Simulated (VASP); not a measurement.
Write the native input for VASP 6.6.1 that does the following.

```yaml
Task: relaxation of cell and atoms
Functional: PBE
Potentials_or_basis: VASP PAW PBE potentials, release 64 (Mg, Te, O)
Cutoff: 600 eV
k_mesh: 12 × 12 × 4
Occupations: gaussian, width 0.1 eV
Spin: no spin polarisation
Dipole_correction: no
Further_INCAR_settings: ALGO = Normal; EDIFF = 1e-06; IBRION = 2; EDIFFG = -0.01; NSW = 100; ISIF = 3
```

The structure of Mg3Te2O lies in POSCAR:

```
Mg3Te2O
1.0
    5.2721510969      0.0000000000      0.0000000000
   -2.6360755485      4.5658167825      0.0000000000
    0.0000000000      0.0000000000      9.5741319949
Mg Te O
3 2 1
Direct
    0.0000000000      0.0000000000      0.1960307906
    0.0000000000      0.0000000000      0.8039692094
    0.0000000000      0.0000000000      0.5000000000
    0.3333333333      0.6666666667      0.0000000000
    0.6666666667      0.3333333333      0.0000000000
    0.0000000000      0.0000000000      0.0000000000
```

The cell was generated, and may not be a known phase.

One way to write it, as run:

INCAR

```
SYSTEM = Mg3Te2O
  PREC = Accurate
  ENCUT = 600
  EDIFF = 1E-6
  ISMEAR = 0
  SIGMA = 0.1
  LREAL = .FALSE.
  LASPH = .TRUE.
  NELM = 60
  ALGO = Normal
  ISIF = 3
  LWAVE = .FALSE.
  LCHARG = .FALSE.
  GGA = PE
  IBRION = 2
  NSW = 100
  EDIFFG = -0.01
```

KPOINTS

```
regular mesh
0
G
  12 12 4
  0 0 0
```

Potentials or basis: VASP PAW PBE potentials, release 64 (Mg, Te, O).

Launch:

```bash
$ cat potpaw_PBE.64/Mg/POTCAR potpaw_PBE.64/Te/POTCAR potpaw_PBE.64/O/POTCAR > POTCAR
$ mpirun -np 1 vasp_std > vasp.out
```

Results of the run:

```
Relaxed volume                        : 38.34 Å³/atom
Relaxed cell                          : a = 5.270 Å, b = 5.270 Å, c = 9.564 Å, α = 90.00°, β = 90.00°, γ = 120.00°
Space group after relaxing (to 0.1 Å) : P6/mmm (No. 191)
Energy gained by relaxing             : 0.0 meV/atom
Ionic steps                           : 3
Pressure after relaxing               : 0.0 GPa
Largest force after relaxing          : 0.007 eV/Å
Band gap on the k mesh                : zero (bands 12 and 13 overlap by 0.07 eV)
```

Caveat: semilocal functionals underestimate gaps, and a narrow one can read as zero; spin-orbit coupling is left out, which moves the levels of the heavy elements.

Run time: 5.9 min on 1 thread of Intel(R) Xeon(R) 6975P-C (Granite Rapids) (shared host), peak memory 0.61 GiB.
